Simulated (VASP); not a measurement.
# Mo2C (P4_2/mnm) in VASP: single point with LDA

Aim: the single point of Mo2C with LDA.

All numbers are computed with VASP 6.6.1; they aren't measurements. Logs are shortened: lines on timing, memory, paths and dates and some standing lists are left out, and cuts for length are marked.

## Step 1: The cell of the first run

It takes space group P4_2/mnm (No. 136, tetragonal). Conventional cell: a = 4.972 Å, b = 4.972 Å, c = 2.984 Å, α = 90.00°, β = 90.00°, γ = 90.00°. C (site symmetry mmm) has 6 Mo at 2.07 Å within 2.7 Å. Mo (site symmetry m2m) has 3 C at 2.07 Å within 2.7 Å.

## Step 2: Single point, LDA

The input, INCAR:

```
SYSTEM = Mo2C
  PREC = Accurate
  ENCUT = 1300
  EDIFF = 1E-6
  ISMEAR = -1
  SIGMA = 0.05
  LREAL = .FALSE.
  LASPH = .TRUE.
  NELM = 120
  ALGO = Normal
  ISIF = 2
  LWAVE = .FALSE.
  LCHARG = .FALSE.
  GGA = CA
  NBANDS = 41
  GGA_COMPAT = .FALSE.
```

The input, KPOINTS:

```
Automatic mesh
0
G
  4 4 7
  0 0 0
```

The input, POSCAR:

```
Mo2C
1.0
    4.9724272461      0.0000000000      0.0000000000
    0.0000000000      4.9724272461      0.0000000000
    0.0000000000      0.0000000000      2.9841784759
C Mo
2 4
Direct
    0.0000000000      0.0000000000      0.0000000000
    0.5000000000      0.5000000000      0.5000000000
    0.2950558549      0.2950558549      0.0000000000
    0.2049441451      0.7950558549      0.5000000000
    0.7049441451      0.7049441451      0.0000000000
    0.7950558549      0.2049441451      0.5000000000
```

Potentials or basis: VASP PAW LDA potentials, release 64 (C_h, Mo_sv).

The run is started by

```
$ cat potpaw_LDA.64/C_h/POTCAR potpaw_LDA.64/Mo_sv/POTCAR > POTCAR
$ mpirun -np 1 vasp_std > vasp.out
```

OUTCAR:

```text
SYSTEM = Mo2C
   PREC = Accurate
   ENCUT = 1300
   EDIFF = 1E-6
   ISMEAR = -1
   LREAL = .FALSE.
   LASPH = .TRUE.
   NELM = 120
   ISIF = 2
   GGA = CA

 ion  position               nearest neighbor table
   1  0.000  0.000  0.000-   4 2.07   6 2.07   4 2.07   6 2.07   5 2.07   3 2.07
   2  0.500  0.500  0.500-   3 2.07   5 2.07   3 2.07   5 2.07   4 2.07   6 2.07
   3  0.295  0.295  0.000-   2 2.07   2 2.07   1 2.07   5 2.88   6 2.93   4 2.93   4 2.93   6 2.93
                             4 2.93   4 2.93   6 2.93   6 2.93
   4  0.205  0.795  0.500-   1 2.07   1 2.07   2 2.07   6 2.88   3 2.93   5 2.93   3 2.93   5 2.93
                             3 2.93   3 2.93   5 2.93   5 2.93
   5  0.705  0.705  0.000-   2 2.07   2 2.07   1 2.07   3 2.88   6 2.93   4 2.93   4 2.93   6 2.93
                             6 2.93   6 2.93   4 2.93   4 2.93
   6  0.795  0.205  0.500-   1 2.07   1 2.07   2 2.07   4 2.88   5 2.93   3 2.93   3 2.93   5 2.93
                             5 2.93   5 2.93   3 2.93   3 2.93

  LATTYP: Found a simple tetragonal cell.
 ALAT       =     4.9724272461
 C/A-ratio  =     0.6001452265

  Lattice vectors:

 A1 = (   4.9724272461,   0.0000000000,   0.0000000000)
 A2 = (   0.0000000000,   4.9724272461,   0.0000000000)
 A3 = (   0.0000000000,   0.0000000000,   2.9841784759)

Analysis of symmetry for initial positions (statically):
=====================================================================
 Subroutine PRICEL returns:
 Original cell was already a primitive cell.

 Routine SETGRP: Setting up the symmetry group for a
 simple tetragonal supercell.

 Subroutine GETGRP returns: Found 16 space group operations
 (whereof  8 operations were pure point group operations)
 out of a pool of 16 trial point group operations.

The static configuration has the point symmetry D_2h.
 The point group associated with its full space group is D_4h.

Analysis of symmetry for dynamics (positions and initial velocities):
=====================================================================
 Subroutine PRICEL returns:
 Original cell was already a primitive cell.

 Routine SETGRP: Setting up the symmetry group for a
 simple tetragonal supercell.

 Subroutine GETGRP returns: Found 16 space group operations
 (whereof  8 operations were pure point group operations)
 out of a pool of 16 trial point group operations.

The dynamic configuration has the point symmetry D_2h.
 The point group associated with its full space group is D_4h.

 Subroutine INISYM returns: Found 16 space group operations
 (whereof  8 operations are pure point group operations),
 and found     1 'primitive' translations
[... 105 lines left out ...]
   NSW    =      0    number of steps for IOM
   IBRION =     -1    ionic relax: 0-MD 1-quasi-New 2-CG
   NFREE  =      0    steps in history (QN), initial steepest desc. (CG)
   ISIF   =      2    stress and relaxation
   ISYM   =      2    0-nonsym 1-usesym 2-fastsym
   POTIM  = 0.5000    time-step for ionic-motion
   TEBEG  =    0.0;   TEEND  =   0.0 temperature during run
   PSTRESS=    0.0 pullay stress
   NELECT =      64.0000    total number of electrons
   NUPDOWN=      -1.0000    fix difference up-down
   EMIN   =  10.00;   EMAX   =-10.00  energy-range for DOS
   EFERMI =   0.00;   METHOD = LEGACY
   ISMEAR =    -1;   SIGMA  =   0.05  broadening in eV -4-tet -1-fermi 0-gaus
   EFERMI_NEDOS =   21; number of points for ismear=-14 and -15
   IALGO  =     38    algorithm
   IMIX   =      4    mixing-type and parameters
     AMIX     =   0.40;   BMIX     =  1.00
     AMIX_MAG =   1.60;   BMIX_MAG =  1.00
  volume/ion in A,a.u.               =      12.30        82.99
  Fermi-wavevector in a.u.,A,eV,Ry     =   1.561280  2.950392 33.165517  2.437597
  Thomas-Fermi vector in A             =   2.664369
   LORBIT       =      0    0 simple, 1 ext, 2 COOP (PROOUT), +10 PAW based schemes
   GGA     = CA    functional components
   LHFCALC =     F    Hartree Fock is set to
   AEXX    =    0.0000 exact exchange contribution
   IVDW    =     0    specifies the selected vdW correction
   LEPSILON=     F    determine dielectric tensor
   LRPA    =     F    only Hartree local field effects (RPA)
 non-spin polarized calculation
  energy-cutoff  :     1300.00
  volume of cell :       73.78
 maximum number of plane-waves:      7904
 NGX is ok and might be reduce to    60
   NGX = 29   NGY = 29   NGZ = 17

 number of electron      64.0000001 magnetization

 Free energy of the ion-electron system (eV)
  ---------------------------------------------------
  ext. energy  EPLUGINS =         0.00000000
  ---------------------------------------------------
  free energy    TOTEN  =       -69.13212738 eV

  energy without entropy =      -69.10327264  energy(sigma->0) =      -69.11770001

 E-fermi :  12.3014     XC(G=0): -13.5593

 val. band max:       12.2925386914   @ k =   0.5000   0.2500   0.0000
 cond. band min:      12.3429485559   @ k =   0.5000   0.0000   0.1429
 fundamental gap:      0.0504098645
 Fermi energy:        12.3013783411

 k-point     1 :       0.0000    0.0000    0.0000
  band No.  band energies     occupation
      1     -48.7193      2.00000
      2     -48.5746      2.00000
      3     -48.5746      2.00000
      4     -48.5075      2.00000
      5     -23.7813      2.00000
      6     -23.1893      2.00000
[... 1045 lines left out ...]
     40      15.3146      0.00000
     41      17.7721      0.00000

------------------------ aborting loop because EDIFF is reached ----------------------------------------

  FORCE on cell =-STRESS in cart. coord.  units (eV):
  Direction    XX          YY          ZZ          XY          YZ          ZX
  --------------------------------------------------------------------------------------
  -------------------------------------------------------------------------------------
  Total        0.5789553      0.5789553      0.6289107     -0.0000000      0.0000000      0.0000000
  in kB       12.5716983     12.5716983     13.6564533     -0.0000000      0.0000000      0.0000000
  external PRESSURE =      12.9332833 kB  Pullay stress =       0.0000000 kB

 VOLUME and BASIS-vectors are now :
 -----------------------------------------------------------------------------
  energy-cutoff  :     1300.00
  volume of cell :       73.78
      direct lattice vectors                 reciprocal lattice vectors
     4.972427246  0.000000000  0.000000000     0.201109026  0.000000000  0.000000000
     0.000000000  4.972427246  0.000000000     0.000000000  0.201109026  0.000000000
     0.000000000  0.000000000  2.984178476     0.000000000  0.000000000  0.335100601

 POSITION                                       TOTAL-FORCE (eV/Angst)
 -----------------------------------------------------------------------------------
      0.00000      0.00000      0.00000         0.000000     -0.000000      0.000000
      2.48621      2.48621      1.49209         0.000000     -0.000000      0.000000
      1.46714      1.46714      0.00000        -0.010259     -0.010259      0.000000
      1.01907      3.95336      1.49209         0.010259     -0.010259      0.000000
      3.50528      3.50528      0.00000         0.010259      0.010259      0.000000
      3.95336      1.01907      1.49209        -0.010259      0.010259      0.000000
 -----------------------------------------------------------------------------------
    total drift:                               -0.000000      0.000000     -0.000000

  FREE ENERGIE OF THE ION-ELECTRON SYSTEM (eV)
  ---------------------------------------------------
  free  energy   TOTEN  =       -69.1321273847 eV

  energy  without entropy=      -69.1032726376  energy(sigma->0) =      -69.11770001
```

It took 3.6 min on 1 thread of Intel Xeon Platinum 8259CL at 2.50GHz (Skylake/Cascade Lake), shared host; peak memory 0.41 GiB.

What came out:

| Quantity | Value |
| --- | --- |
| Free energy | -69.1321 eV |
| Pressure | 1.3 GPa |
| Largest force | 0.015 eV/Å |
| Band gap on the k mesh | zero (bands 32 and 33 overlap by 0.83 eV) |

Forces in eV/Å, atoms in the order of the input:
```
C    0.000  0.000  0.000
C    0.000  0.000  0.000
Mo  -0.010 -0.010  0.000
Mo   0.010 -0.010  0.000
Mo   0.010  0.010  0.000
Mo  -0.010  0.010  0.000
```

Stress tensor (GPa, compression positive):
```
1.26 0.00 0.00
0.00 1.26 0.00
0.00 0.00 1.37
```

The gap in the log of VASP goes by the Fermi energy; the results here count the filled bands.